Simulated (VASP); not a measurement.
Runs of VASP 6.6.1 on AlGa3N2. The structure is that of space group P4/mmm (No. 123), or close to it. The cells are those of the table. The cell was built from a structure type or drawn by symmetry, and may not be a known phase.

| task | spin | cell | k mesh | cutoff (eV) | gap on the mesh (eV) | pressure (GPa) | moment (μB) |
| --- | --- | --- | --- | --- | --- | --- | --- |
| single point | off | a = 5.622, b = 5.622, c = 3.560 Å, 6 atoms | 4 × 4 × 6 | 520 | none | -0.1 | - |
| single point | collinear, ferromagnetic start | a = 4.498, b = 4.498, c = 4.960 Å, 6 atoms | 4 × 4 × 4 | 520 | none | (a) | 0.77 |
| relaxation of cell and atoms | off | relaxed from a = 5.627, b = 5.627, c = 3.578 Å, 6 atoms | 4 × 4 × 6 | 600 | none | 0.0 | - |
| single point | off | a = 5.647, b = 5.647, c = 3.563 Å, 6 atoms | 8 × 8 × 10 | 520 | none | -0.1 | - |
| single point | collinear, ferromagnetic start | a = 5.627, b = 5.627, c = 3.578 Å, 6 atoms | 4 × 4 × 4 | 520 | none | 0.0 | 0.00 |

Alike in all rows: level PBE; potentials or basis VASP PAW PBE potentials, release 64 (Al, Ga_d, N); smearing gaussian 0.1 eV.

**Question.** Estimate the missing entries.

**Answer.** (a) 6.1.

Caveats: some runs use coarse meshes; the cell stands under pressure (at least some runs).

A k mesh can miss the band edges, and the runs leave out spin-orbit coupling on Ga.

A gap of «none» marks levels without a gap at the run's occupations.
